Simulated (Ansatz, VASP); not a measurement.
## One calculation of SrTiO3, two programs

File POSCAR:

```
SrTiO3
1.0
    3.7896459565      0.0000000000      0.0000000000
    0.0000000000      3.7896459565      0.0000000000
    0.0000000000      0.0000000000      3.9858217011
Sr Ti O
1 1 3
Direct
    0.0000000000      0.0000000000      0.0000000000
    0.5000000000      0.5000000000      0.5000000000
    0.5000000000      0.5000000000      0.0000000000
    0.5000000000      0.0000000000      0.5000000000
    0.0000000000      0.5000000000      0.5000000000
```

File INCAR.step1:

```
PREC = Accurate ; ENCUT = 520
ISMEAR = 0 ; SIGMA = 0.01
LREAL = F ; LASPH = T
NELM = 150 ; LNONCOLLINEAR = T
MAGMOM = 0 0 0 0 0 0 0 0 0 0 0 0 0 0 0 ; LSORBIT = T
GGA_COMPAT = F ; LMAXMIX = 4
NBANDS = 55 ; GGA = PE
ALGO = Normal ; EDIFF = 1E-4
LWAVE = T ; LCHARG = F
```

INCAR.step2

```
PREC = Accurate ; ENCUT = 520
EDIFF = 1E-7 ; ISMEAR = 0
SIGMA = 0.01 ; LREAL = F
LASPH = T ; NELM = 150
ALGO = Normal ; ISIF = 2
LWAVE = F ; LCHARG = T
LNONCOLLINEAR = T ; MAGMOM = 0 0 0 0 0 0 0 0 0 0 0 0 0 0 0
LORBIT = 11 ; LSORBIT = T
GGA_COMPAT = F ; LORBMOM = T
LMAXMIX = 4 ; METAGGA = R2SCAN
LMIXTAU = T ; LVHAR = T
NBANDS = 55 ; ISTART = 1
```

The input KPOINTS:

```
Automatic mesh
0
Gamma
  6 6 6
```

Input for Ansatz:

```yaml
crystal:
  lattice:
    - [3.7896459565, 0.0, 0.0]
    - [0.0, 3.7896459565, 0.0]
    - [0.0, 0.0, 3.9858217011]
  atoms:
    - { symbol: Sr, position: [0.0, 0.0, 0.0] }
    - { symbol: Ti, position: [0.5, 0.5, 0.5] }
    - { symbol: O, position: [0.5, 0.5, 0.0] }
    - { symbol: O, position: [0.5, 0.0, 0.5] }
    - { symbol: O, position: [0.0, 0.5, 0.5] }
kpoints:
  mp_grid: { grid: [6, 6, 6] }
  band_path:
    path: [[0.0, 0.0, 0.0], [0.0, 0.5, 0.0], [0.5, 0.5, 0.0], [0.5, 0.5, 0.5]]
    npoints: 1
hamiltonian:
  xc: r2scan
scf:
  occupations: { method: fixed }
  n_extra_bands: 10
magnetization:
  noncollinear: true
  spin_orbit: true
output:
  forces: true
  stress: true
  eigenvalues: true
  write_density: true
  write_potential: true
  elf: true
  volumetric_format: npy
```

Change from the starting cell: epitaxial_xy strain -3.0%.

Alike in both runs: task single point; functional r2SCAN; k mesh 6 × 6 × 6; non-collinear spin, spin-orbit coupling.

|  | VASP | Ansatz |
| --- | --- | --- |
| version | VASP 6.6.1 | Ansatz 0.2.0 |
| potentials or method | VASP PAW PBE potentials, release 64 (Sr_sv, Ti_sv, O) | plane waves, PAW |
| plane-wave cutoff (eV) | 520 | 500 |
| occupations | gaussian, width 0.01 eV | fixed |
| valence electrons in the cell | 40 | 40 |

```csv
,VASP,Ansatz,Ansatz less VASP
pressure (GPa),10.4,9.3,-1.06
"traceless stress, the component that is largest in VASP (GPa)",-9.51,-9.33,+0.183
```

VASP's potentials were made for PBE, not for r2SCAN.
